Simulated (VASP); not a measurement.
Here is a VASP 6.6.1 calculation.

File INCAR:

```
SYSTEM = Sr3Ag
ALGO     = Normal         ! electronic algorithm
EDIFF    = 1E-6           ! SCF threshold, eV
ENCUT    = 520            ! plane-wave cutoff, eV
GGA      = PE             ! functional
ISIF     = 2              ! what is computed and relaxed
ISMEAR   = -1             ! smearing method
LASPH    = .TRUE.         ! aspherical terms in the spheres
LCHARG   = .FALSE.        ! write CHGCAR
LREAL    = .FALSE.        ! projectors in reciprocal space
LWAVE    = .FALSE.        ! write WAVECAR
NBANDS   = 28             ! bands
NELM     = 80             ! most SCF steps
PREC     = Accurate       ! precision mode
SIGMA    = 0.05           ! smearing width, eV
```

File KPOINTS:

```
k-points
0
G
  5 5 5
  0 0 0
```

The input POSCAR:

```
Sr3Ag
1.0
    5.5272394704      0.0000000000      0.0000000000
    0.0000000000      5.5272394704      0.0000000000
    0.0000000000      0.0000000000      5.5272394704
Ag Sr
1 3
Direct
    0.0000000000      0.0000000000      0.0000000000
    0.5000000000      0.5000000000      0.0000000000
    0.5000000000      0.0000000000      0.5000000000
    0.0000000000      0.5000000000      0.5000000000
```

Potentials or basis: VASP PAW PBE potentials, release 64 (Ag, Sr_sv).

Command:

```sh
$ cat potpaw_PBE.64/Ag/POTCAR potpaw_PBE.64/Sr_sv/POTCAR > POTCAR
$ mpirun -np 1 vasp_std > vasp.out
```

Problem. Estimate the band gap on the k mesh.

Solution. Zero (an odd number of electrons rules out a gap without spin polarisation).

Problem. Estimate the pressure.

Solution. -0.3 GPa.
